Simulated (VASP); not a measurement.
Input of a VASP 6.6.1 run:

File INCAR:

```
SYSTEM = Rh
PREC     = Accurate       ! precision mode
ENCUT    = 520            ! plane-wave cutoff, eV
EDIFF    = 1E-6           ! SCF threshold, eV
ISMEAR   = -1             ! smearing method
SIGMA    = 0.06122561905347299 ! smearing width, eV
LREAL    = .False.        ! projectors in reciprocal space
LASPH    = .True.         ! aspherical terms in the spheres
NELM     = 80             ! most SCF steps
ALGO     = Normal         ! electronic algorithm
ISIF     = 2              ! what is computed and relaxed
LWAVE    = .False.        ! write WAVECAR
LCHARG   = .False.        ! write CHGCAR
GGA      = PE             ! functional
NBANDS   = 22             ! bands
```

The input KPOINTS:

```
regular mesh
0
Gamma
  17 17 17
  0 0 0
```

Contents of POSCAR:

```
Rh
1.0
    0.0000000000      2.7571551412      2.7571551412
    2.7571551412      0.0000000000      2.7571551412
    2.7571551412      2.7571551412      0.0000000000
Rh
2
Direct
    0.0000000000      0.0000000000      0.0000000000
    0.2500000000      0.2500000000      0.2500000000
```

Potentials or basis: VASP PAW PBE potentials, release 64 (Rh_pv).

Command:

```sh
$ cat potpaw_PBE.64/Rh_pv/POTCAR > POTCAR
$ mpirun -np 1 vasp_std > vasp.out
```

Question: What does it give for the band gap on the k mesh?

Answer: Zero (band 15 reaches 6.96 eV, above the bottom of band 16 at 5.74 eV).

Question: What does it give for the pressure?

Answer: 0.0 GPa.
